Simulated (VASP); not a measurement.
# WS2 (R3m) in VASP: a series of runs

The runs below take WS2 through single point, with LDA.

Everything below comes from runs of VASP 6.6.1. Logs are shortened: lines on timing, memory, paths and dates and some standing lists are left out, and cuts for length are marked.

**1. The cell of the first run**

Symmetry: R3m, No. 160, trigonal system. Conventional cell: a = 3.158 Å, b = 3.158 Å, c = 18.860 Å, α = 90.00°, β = 90.00°, γ = 120.00°. W (site symmetry 3m) has 6 S at 2.41 to 2.44 Å and 6 W at 3.16 Å within 3.2 Å. S (site symmetry 3m) has 3 W at 2.41 Å and 7 S at 3.16 to 3.19 Å within 3.2 Å. Within 3.2 Å of S (site symmetry 3m) lie 3 W at 2.44 Å and 7 S at 3.16 to 3.19 Å.

**2. Single point, LDA (zz strain of +2 %)**

The input, INCAR:

```
  PREC = Accurate
  ENCUT = 520
  EDIFF = 1E-6
  ISMEAR = -1
  SIGMA = 0.08
  LREAL = F
  LASPH = T
  NELM = 100
  ALGO = Normal
  ISIF = 2
  LWAVE = F
  LCHARG = F
  GGA = CA
  NBANDS = 20
```

The input, KPOINTS:

```
regular mesh
0
Gamma
  13 13 13
```

The input, POSCAR:

```
WS2
1.0
    1.5790003843      0.9116362969      6.2865966000
   -1.5790003843      0.9116362969      6.2865966000
    0.0000000000     -1.8232725938      6.2865966000
W S
1 2
Direct
    0.0000000000      0.0000000000      0.0000000000
    0.7503000000      0.7503000000      0.7503000000
    0.5810000000      0.5810000000      0.5810000000
```

Potentials or basis: VASP PAW LDA potentials, release 64 (W_sv, S).

On the command line:

```
$ cat potpaw_LDA.64/W_sv/POTCAR potpaw_LDA.64/S/POTCAR > POTCAR
$ mpirun -np 1 vasp_std > vasp.out
```

OUTCAR:

```text
PREC = Accurate
   ENCUT = 520
   EDIFF = 1E-6
   ISMEAR = -1
   LREAL = F
   LASPH = T
   NELM = 100
   ISIF = 2
   GGA = CA

 ion  position               nearest neighbor table
   1  0.000  0.000  0.000-   2 2.41   2 2.41   2 2.41   3 2.44   3 2.44   3 2.44
   2  0.750  0.750  0.750-   1 2.41   1 2.41   1 2.41
   3  0.581  0.581  0.581-   1 2.44   1 2.44   1 2.44

  LATTYP: Found a trigonal (rhomboedric) cell.
 ALAT       =     6.5456565570
 COS(alpha) =     0.8836174047

  Lattice vectors:

 A1 = (   1.5790003843,   0.9116362969,   6.2865966000)
 A2 = (  -1.5790003843,   0.9116362969,   6.2865966000)
 A3 = (   0.0000000000,  -1.8232725938,   6.2865966000)

Analysis of symmetry for initial positions (statically):
=====================================================================
 Subroutine PRICEL returns:
 Original cell was already a primitive cell.

 Routine SETGRP: Setting up the symmetry group for a
 trigonal (rhombohedral) supercell.

 Subroutine GETGRP returns: Found  6 space group operations
 (whereof  6 operations were pure point group operations)
 out of a pool of 12 trial point group operations.

The static configuration has the point symmetry C_3v.

Analysis of symmetry for dynamics (positions and initial velocities):
=====================================================================
 Subroutine PRICEL returns:
 Original cell was already a primitive cell.

 Routine SETGRP: Setting up the symmetry group for a
 trigonal (rhombohedral) supercell.

 Subroutine GETGRP returns: Found  6 space group operations
 (whereof  6 operations were pure point group operations)
 out of a pool of 12 trial point group operations.

The dynamic configuration has the point symmetry C_3v.

 Subroutine INISYM returns: Found  6 space group operations
 (whereof  6 operations are pure point group operations),
 and found     1 'primitive' translations

----------------------------------------------------------------------------------------

                                     Primitive cell

  volume of cell :      54.2964

  direct lattice vectors                    reciprocal lattice vectors
     1.579000384  0.911636297  6.286596600     0.316656034  0.182821447  0.053022860
    -1.579000384  0.911636297  6.286596600    -0.316656034  0.182821447  0.053022860
     0.000000000 -1.823272594  6.286596600     0.000000000 -0.365642893  0.053022860

  length of vectors
     6.545656557  6.545656557  6.545656557     0.369467386  0.369467386  0.369467386

  position of ions in fractional coordinates (direct lattice)
     0.000000000  0.000000000  0.000000000
     0.750300000  0.750300000  0.750300000
     0.581000000  0.581000000  0.581000000

  ion indices of the primitive-cell ions
   primitive index   ion index
                 1           1
                 2           2
                 3           3

----------------------------------------------------------------------------------------

 KPOINTS: regular mesh

Automatic generation of k-mesh.
 Grid dimensions read from file:
 generate k-points for:   13   13   13

 Generating k-lattice:

  Cartesian coordinates                     Fractional coordinates (reciprocal lattice)
     0.024358156  0.014063188  0.004078682     0.076923077  0.000000000  0.000000000
    -0.024358156  0.014063188  0.004078682     0.000000000  0.076923077  0.000000000
     0.000000000 -0.028126376  0.004078682     0.000000000  0.000000000  0.076923077

  Length of vectors
     0.028420568  0.028420568  0.028420568

  Shift w.r.t. Gamma in fractional coordinates (k-lattice)
     0.000000000  0.000000000  0.000000000

 Subroutine IBZKPT returns following result:
 ===========================================

 Found    231 irreducible k-points:

 Following reciprocal coordinates:
            Coordinates               Weight
  0.000000  0.000000  0.000000      1.000000
  0.076923 -0.000000 -0.000000      6.000000
  0.153846  0.000000 -0.000000      6.000000
  0.230769 -0.000000 -0.000000      6.000000
  0.307692  0.000000 -0.000000      6.000000
  0.384615  0.000000  0.000000      6.000000
[... 16 lines left out ...]
  0.384615  0.153846  0.000000     12.000000
  0.461538  0.153846 -0.000000     12.000000
 [... further k-points ...]
   k-points           NKPTS =    231   k-points in BZ     NKDIM =    231   number of bands    NBANDS=     20
   number of dos      NEDOS =    301   number of ions     NIONS =      3
   total plane-waves  NPLWV = 125000
   dimension x,y,z NGX =    50 NGY =   50 NGZ =   50
   dimension x,y,z NGXF=   100 NGYF=  100 NGZF=  100
   ions per type =               1   2
   NGX,Y,Z   is equivalent  to a cutoff of  12.70, 12.70, 12.70 a.u.
   NGXF,Y,Z  is equivalent  to a cutoff of  25.40, 25.40, 25.40 a.u.
 SYSTEM =  unknown system
   PREC   = accura    normal or accurate (medium, high low for compatibility)
   ISTART =      0    job   : 0-new  1-cont  2-samecut
   ICHARG =      2    charge: 1-file 2-atom 10-const
   ISPIN  =      1    spin polarized calculation?
   LNONCOLLINEAR =      F non collinear calculations
   LSORBIT =      F    spin-orbit coupling
   LASPH  =      T    aspherical Exc in radial PAW
   ENCUT  =  520.0 eV  38.22 Ry    6.18 a.u.  12.17 12.17 12.17*2*pi/ulx,y,z
   NELM   =    100;   NELMIN=  2; NELMDL= -5     # of ELM steps
   EDIFF  = 0.1E-05   stopping-criterion for ELM
   LREAL  =      F    real-space projection
   EDIFFG = 0.1E-04   stopping-criterion for IOM
   NSW    =      0    number of steps for IOM
   IBRION =     -1    ionic relax: 0-MD 1-quasi-New 2-CG
   NFREE  =      0    steps in history (QN), initial steepest desc. (CG)
   ISIF   =      2    stress and relaxation
   ISYM   =      2    0-nonsym 1-usesym 2-fastsym
   POTIM  = 0.5000    time-step for ionic-motion
   TEBEG  =    0.0;   TEEND  =   0.0 temperature during run
   PSTRESS=    0.0 pullay stress
   NELECT =      26.0000    total number of electrons
   NUPDOWN=      -1.0000    fix difference up-down
   EMIN   =  10.00;   EMAX   =-10.00  energy-range for DOS
   EFERMI =   0.00;   METHOD = LEGACY
   ISMEAR =    -1;   SIGMA  =   0.08  broadening in eV -4-tet -1-fermi 0-gaus
   EFERMI_NEDOS =   21; number of points for ismear=-14 and -15
   IALGO  =     38    algorithm
   IMIX   =      4    mixing-type and parameters
     AMIX     =   0.40;   BMIX     =  1.00
     AMIX_MAG =   1.60;   BMIX_MAG =  1.00
  volume/ion in A,a.u.               =      18.10       122.14
  Fermi-wavevector in a.u.,A,eV,Ry     =   1.280783  2.420330 22.319083  1.640406
  Thomas-Fermi vector in A             =   2.413191
   LORBIT       =      0    0 simple, 1 ext, 2 COOP (PROOUT), +10 PAW based schemes
   GGA     = CA    functional components
   LHFCALC =     F    Hartree Fock is set to
   AEXX    =    0.0000 exact exchange contribution
   IVDW    =     0    specifies the selected vdW correction
   LEPSILON=     F    determine dielectric tensor
   LRPA    =     F    only Hartree local field effects (RPA)
 non-spin polarized calculation
  energy-cutoff  :      520.00
  volume of cell :       54.30
 maximum number of plane-waves:      1479
 NGX is ok and might be reduce to    50
   NGX = 25   NGY = 25   NGZ = 25

 number of electron      25.9999998 magnetization

 Free energy of the ion-electron system (eV)
  ---------------------------------------------------
  ext. energy  EPLUGINS =         0.00000000
  ---------------------------------------------------
  free energy    TOTEN  =       -26.20281179 eV

  energy without entropy =      -26.20278533  energy(sigma->0) =      -26.20279856

 E-fermi :   7.3883     XC(G=0): -11.1401

 val. band max:        6.9278442065   @ k =   0.4615   0.4615   0.4615
 cond. band min:       7.9972358186   @ k =  -0.1538   0.1538   0.0000
 fundamental gap:      1.0693916121
 Fermi energy:         7.3882980412

 k-point     1 :       0.0000    0.0000    0.0000
  band No.  band energies     occupation
      1     -67.1187      2.00000
      2     -31.6356      2.00000
      3     -31.4389      2.00000
      4     -31.4389      2.00000
      5      -8.3391      2.00000
      6      -6.4796      2.00000
[... 12 lines left out ...]
     19      14.8835      0.00000
     20      15.2665      0.00000

 k-point     2 :       0.0769   -0.0000   -0.0000
  band No.  band energies     occupation
      1     -67.1176      2.00000
      2     -31.6318      2.00000
      3     -31.4602      2.00000
      4     -31.4439      2.00000
      5      -8.2376      2.00000
      6      -6.4470      2.00000
[... 12 lines left out ...]
     19      15.2625      0.00000
     20      15.4044      0.00000

 k-point     3 :       0.1538    0.0000   -0.0000
  band No.  band energies     occupation
      1     -67.1146      2.00000
      2     -31.6213      2.00000
      3     -31.5189      2.00000
      4     -31.4576      2.00000
      5      -7.9451      2.00000
      6      -6.3528      2.00000
[... 12 lines left out ...]
     19      15.4691      0.00000
     20      16.0556      0.00000

 k-point     4 :       0.2308   -0.0000   -0.0000
  band No.  band energies     occupation
      1     -67.1103      2.00000
      2     -31.6065      2.00000
      3     -31.6005      2.00000
      4     -31.4768      2.00000
      5      -7.4987      2.00000
      6      -6.2097      2.00000
[... 12 lines left out ...]
     19      15.3819      0.00000
     20      15.8695      0.00000

 k-point     5 :       0.3077    0.0000   -0.0000
  band No.  band energies     occupation
      1     -67.1057      2.00000
      2     -31.6863      2.00000
      3     -31.5905      2.00000
      4     -31.4972      2.00000
      5      -6.9644      2.00000
      6      -6.0418      2.00000
[... 12 lines left out ...]
     19      14.6364      0.00000
     20      14.9790      0.00000
[... 353 lines left out ...]
      6      -6.2976      2.00000
[... 12 lines left out ...]
     19      15.5643      0.00000
     20      15.8450      0.00000

 k-point    22 :       0.3077    0.1538    0.0000
  band No.  band energies     occupation
      1     -67.1081      2.00000
      2     -31.6295      2.00000
      3     -31.5987      2.00000
      4     -31.4998      2.00000
      5      -7.2279      2.00000
      6      -6.1647      2.00000
[... 12 lines left out ...]
     19      15.3391      0.00000
     20      15.9311      0.00000

 k-point    23 :       0.3846    0.1538    0.0000
  band No.  band energies     occupation
      1     -67.1040      2.00000
      2     -31.6925      2.00000
      3     -31.5847      2.00000
      4     -31.5306      2.00000
      5      -6.7286      2.00000
      6      -6.0001      2.00000
[... 12 lines left out ...]
     19      14.9700      0.00000
     20      15.5310      0.00000

 k-point    24 :       0.4615    0.1538   -0.0000
  band No.  band energies     occupation
      1     -67.1007      2.00000
      2     -31.7434      2.00000
      3     -31.5730      2.00000
      4     -31.5569      2.00000
      5      -6.2604      2.00000
      6      -5.8399      2.00000
[... 12 lines left out ...]
     19      14.7151      0.00000
     20      15.3533      0.00000

 [... further k-points ...]

------------------------ aborting loop because EDIFF is reached ----------------------------------------

  FORCE on cell =-STRESS in cart. coord.  units (eV):
  Direction    XX          YY          ZZ          XY          YZ          ZX
  --------------------------------------------------------------------------------------
  -------------------------------------------------------------------------------------
  Total       -1.8393641     -1.8393641     -2.9719224      0.0000000     -0.0000000      0.0000000
  in kB      -54.2759722    -54.2759722    -87.6955099      0.0000000     -0.0000000      0.0000000
  external PRESSURE =     -65.4158181 kB  Pullay stress =       0.0000000 kB

 VOLUME and BASIS-vectors are now :
 -----------------------------------------------------------------------------
  energy-cutoff  :      520.00
  volume of cell :       54.30
      direct lattice vectors                 reciprocal lattice vectors
     1.579000384  0.911636297  6.286596600     0.316656034  0.182821447  0.053022860
    -1.579000384  0.911636297  6.286596600    -0.316656034  0.182821447  0.053022860
     0.000000000 -1.823272594  6.286596600     0.000000000 -0.365642893  0.053022860

 POSITION                                       TOTAL-FORCE (eV/Angst)
 -----------------------------------------------------------------------------------
      0.00000      0.00000      0.00000         0.000000      0.000000     -0.558943
      0.00000      0.00000     14.15050         0.000000      0.000000     -0.529278
      0.00000      0.00000     10.95754         0.000000      0.000000      1.088221
 -----------------------------------------------------------------------------------
    total drift:                               -0.000000      0.000000      0.000080

  FREE ENERGIE OF THE ION-ELECTRON SYSTEM (eV)
  ---------------------------------------------------
  free  energy   TOTEN  =       -26.2028117910 eV

  energy  without entropy=      -26.2027853293  energy(sigma->0) =      -26.20279856
```

Wall time 8.2 min (1 thread of Intel Xeon Platinum 8488C (Sapphire Rapids), shared host); peak memory 0.44 GiB.

Results:

| Quantity | Value |
| --- | --- |
| Free energy | -26.2028 eV |
| Pressure | -6.5 GPa |
| Largest force | 1.088 eV/Å |
| Band gap on the k mesh | 1.07 eV (least direct gap 2.16 eV) |

Forces on the atoms (eV/Å):
```
W    0.000  0.000 -0.559
S    0.000  0.000 -0.529
S    0.000  0.000  1.088
```

Caveat: the cell differs from its parent crystal (zz strain of +2 %); the cell stands under tension; spin-orbit coupling is left out, which moves the levels of the heavy elements; an odd mesh through Γ misses points on the zone boundary, where band edges can lie; forces of over 1 eV/Å act on the atoms, so gaps and moduli don't describe the material at rest.

**3. Single point, LDA (zz strain of +3 %)**

The input, INCAR:

```
PREC = Accurate
ENCUT = 520
EDIFF = 1E-7
ISMEAR = -1
SIGMA = 0.08
LREAL = F
LASPH = T
NELM = 60
ALGO = Normal
ISIF = 2
LWAVE = F
LCHARG = F
NBANDS = 20
```

KPOINTS is that of step 2.

The input, POSCAR:

```
WS2
1.0
    1.5790003843      0.9116362969      6.3482299000
   -1.5790003843      0.9116362969      6.3482299000
    0.0000000000     -1.8232725938      6.3482299000
W S
1 2
Direct
    0.0000000000      0.0000000000      0.0000000000
    0.7503000000      0.7503000000      0.7503000000
    0.5810000000      0.5810000000      0.5810000000
```

Potentials or basis: VASP PAW LDA potentials, release 64 (W_sv, S).

On the command line:

```
$ cat potpaw_LDA.64/W_sv/POTCAR potpaw_LDA.64/S/POTCAR > POTCAR
$ mpirun -np 1 vasp_std > vasp.out
```

Run time: 9 min. Hardware: 1 thread of Intel Xeon Platinum 8488C (Sapphire Rapids), shared host; peak memory 0.44 GiB.

Results (log left out):

| Quantity | Value |
| --- | --- |
| Free energy | -26.1694 eV |
| Pressure | -8.0 GPa |
| Largest force | 1.355 eV/Å |
| Band gap on the k mesh | 1.10 eV (least direct gap 2.18 eV) |

Forces on the atoms (eV/Å):
```
W    0.000  0.000 -0.544
S    0.000  0.000 -0.811
S    0.000  0.000  1.355
```

Stress tensor (GPa, compression positive):
```
 -6.31   0.00   0.00
  0.00  -6.31   0.00
  0.00   0.00 -11.48
```

Levels at points of the mesh, in eV from the valence-band top:
```
           k point  band 10  band 11  band 12  band 13  band 14  band 15  band 16  band 17
(0.00, 0.00, 0.00)    -1.81    -1.81    -1.52    -1.14     2.42     2.42     2.66     2.66
```

Caveat: the cell differs from its parent crystal (zz strain of +3 %); the cell stands under tension; spin-orbit coupling is left out, which moves the levels of the heavy elements; an odd mesh through Γ misses points on the zone boundary, where band edges can lie; forces of over 1 eV/Å act on the atoms, so gaps and moduli don't describe the material at rest.

**4. Single point, LDA (equal xx and yy strain of +1 %)**

The input, INCAR:

```
PREC = Accurate ; ENCUT = 520
EDIFF = 1E-6 ; ISMEAR = -1
SIGMA = 0.08 ; LREAL = F
LASPH = T ; NELM = 100
ALGO = Normal ; ISIF = 2
LWAVE = F ; LCHARG = F
NBANDS = 20
```

KPOINTS is that of step 3.

The input, POSCAR:

```
WS2
1.0
    1.5947903881      0.9207526599      6.1633300000
   -1.5947903881      0.9207526599      6.1633300000
    0.0000000000     -1.8415053197      6.1633300000
W S
1 2
Direct
    0.0000000000      0.0000000000      0.0000000000
    0.7503000000      0.7503000000      0.7503000000
    0.5810000000      0.5810000000      0.5810000000
```

On the command line:

```
$ cat potpaw_LDA.64/W_sv/POTCAR potpaw_LDA.64/S/POTCAR > POTCAR
$ mpirun -np 1 vasp_std > vasp.out
```

It took 22 min on 1 thread of Intel Xeon 8259CL, shared host; peak memory 0.39 GiB.

Results (log left out):

```
Free energy            : -26.2073 eV
Pressure               : -6.3 GPa
Largest force          : 0.720 eV/Å
Band gap on the k mesh : 0.99 eV (least direct gap 1.98 eV)
```

Forces in eV/Å, atoms in the order of the input:
```
W    0.000  0.000 -0.560
S    0.000  0.000 -0.160
S    0.000  0.000  0.720
```

Stress tensor (GPa, compression positive):
```
-6.92  0.00  0.00
 0.00 -6.92  0.00
 0.00  0.00 -4.96
```

Levels at points of the mesh, in eV from the valence-band top:
| k point | band 9 | band 10 | band 11 | band 12 | band 13 | band 14 | band 15 | band 16 | band 17 | band 18 |
| --- | --- | --- | --- | --- | --- | --- | --- | --- | --- | --- |
| (0.00, 0.00, 0.00) | -3.57 | -2.35 | -2.35 | -1.49 | -1.17 | 2.06 | 2.06 | 2.43 | 2.43 | 4.43 |

Caveat: the cell differs from its parent crystal (equal xx and yy strain of +1 %); the cell stands under tension; spin-orbit coupling is left out, which moves the levels of the heavy elements; an odd mesh through Γ misses points on the zone boundary, where band edges can lie.

**5. Single point, LDA (equal xx and yy strain of +3 %)**

The input, INCAR:

```
ALGO = Normal ; EDIFF = 1E-6
ENCUT = 520 ; GGA = CA
ISIF = 2 ; ISMEAR = -1
LASPH = True ; LCHARG = True
LELF = True ; LREAL = False
LVHAR = True ; LWAVE = False
NBANDS = 20 ; NELM = 100
PREC = Accurate ; SIGMA = 0.08
```

The input, KPOINTS:

```
k-points
0
Gamma
  13 13 13
```

The input, POSCAR:

```
WS2
1.0
    1.6263703958      0.9389853858      6.1633300000
   -1.6263703958      0.9389853858      6.1633300000
    0.0000000000     -1.8779707716      6.1633300000
W S
1 2
Direct
    0.0000000000      0.0000000000      0.0000000000
    0.7503000000      0.7503000000      0.7503000000
    0.5810000000      0.5810000000      0.5810000000
```

On the command line:

```
$ cat potpaw_LDA.64/W_sv/POTCAR potpaw_LDA.64/S/POTCAR > POTCAR
$ mpirun -np 1 vasp_std > vasp.out
```

Run time: 20 min. Hardware: 1 thread of Intel Xeon 8259CL, shared host; peak memory 0.4 GiB.

The run converged. Its results:

- Free energy: -26.0723 eV
- Pressure: -11.4 GPa
- Largest force: 1.076 eV/Å
- Band gap on the k mesh: 0.92 eV (least direct gap 1.78 eV)

Forces in eV/Å, atoms in the order of the input:
```
W    0.000  0.000 -0.509
S    0.000  0.000 -0.566
S    0.000  0.000  1.076
```

Stress tensor (GPa, compression positive):
```
-12.93   0.00   0.00
  0.00 -12.93   0.00
  0.00   0.00  -8.38
```

Levels at points of the mesh, in eV from the valence-band top:
```tsv
k point	band 11	band 12	band 13	band 14	band 15	band 16
(0.00, 0.00, 0.00)	-2.46	-1.39	-1.03	1.86	1.86	2.23
```

Caveat: the cell differs from its parent crystal (equal xx and yy strain of +3 %); the cell stands under tension; spin-orbit coupling is left out, which moves the levels of the heavy elements; an odd mesh through Γ misses points on the zone boundary, where band edges can lie; forces of over 1 eV/Å act on the atoms, so gaps and moduli don't describe the material at rest.

**6. The runs side by side**

| cell | gap on the mesh (eV) | pressure (GPa) | largest force (eV/Å) |
| --- | --- | --- | --- |
| a = 6.546 Å, angles 27.9°, 3 atoms | 1.07 | -6.5 | 1.09 |
| a = 6.605 Å, angles 27.7°, 3 atoms | 1.10 | -8.0 | 1.36 |
| a = 6.433 Å, angles 28.7°, 3 atoms | 0.99 | -6.3 | 0.72 |
| a = 6.443 Å, angles 29.2°, 3 atoms | 0.92 | -11.4 | 1.08 |

Alike in all rows: task single point; level LDA; potentials or basis VASP PAW LDA potentials, release 64 (W_sv, S); no spin polarisation; k mesh 13 × 13 × 13; cutoff (eV) 520; smearing fermi-dirac 0.08 eV.

Caveats: the cell stands under tension; spin-orbit coupling is left out, which moves the levels of the heavy elements; an odd mesh through Γ misses points on the zone boundary, where band edges can lie; forces of over 1 eV/Å act on the atoms, so gaps and moduli don't describe the material at rest (at least some runs).

Absolute energies hang on the potentials; compare differences alone.
